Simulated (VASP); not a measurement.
Ga2P3, 10 atoms in the cell. The structure is trigonal, space group R-3c (No. 167). Conventional cell: a = 5.972 Å, b = 5.972 Å, c = 20.042 Å, α = 90.00°, β = 90.00°, γ = 120.00°. Within 3.4 Å of Ga (site symmetry 3) lie 6 P at 2.59 to 2.64 Å. P (site symmetry 2) has 2 P at 2.41 Å and 4 Ga at 2.59 to 2.64 Å within 3.2 Å. The cell was built from a structure type or drawn by symmetry, and may not be a known phase.

| Property | Result |
| --- | --- |
| Program | VASP 6.6.1 |
| Task | single point |
| Functional | PBE |
| Potentials or basis | VASP PAW PBE potentials, release 64 (Ga_d, P) |
| Cutoff | 520 eV |
| k mesh | 3 × 3 × 3 |
| Occupations | gaussian, width 0.1 eV |
| Spin | no spin polarisation |
| Dipole correction | no |
| Further INCAR settings | ALGO = Normal; EDIFF = 1e-06; NBANDS = 52 |

Potentials or basis: VASP PAW PBE potentials, release 64 (Ga_d, P).

The run is started by

```bash
$ cat potpaw_PBE.64/Ga_d/POTCAR potpaw_PBE.64/P/POTCAR > POTCAR
$ mpirun -np 1 vasp_std > vasp.out
```

Hardware: 1 thread of AMD EPYC 9R45 96-Core Processor (Zen 5), on a shared host.

**Question.** How long does it take, and how much memory?

**Answer.** Wall time 65 s on 1 thread of AMD EPYC 9R45 96-Core Processor (Zen 5) (shared host), peak memory 0.4 GiB. Counts: scf iterations 14, k points 6.
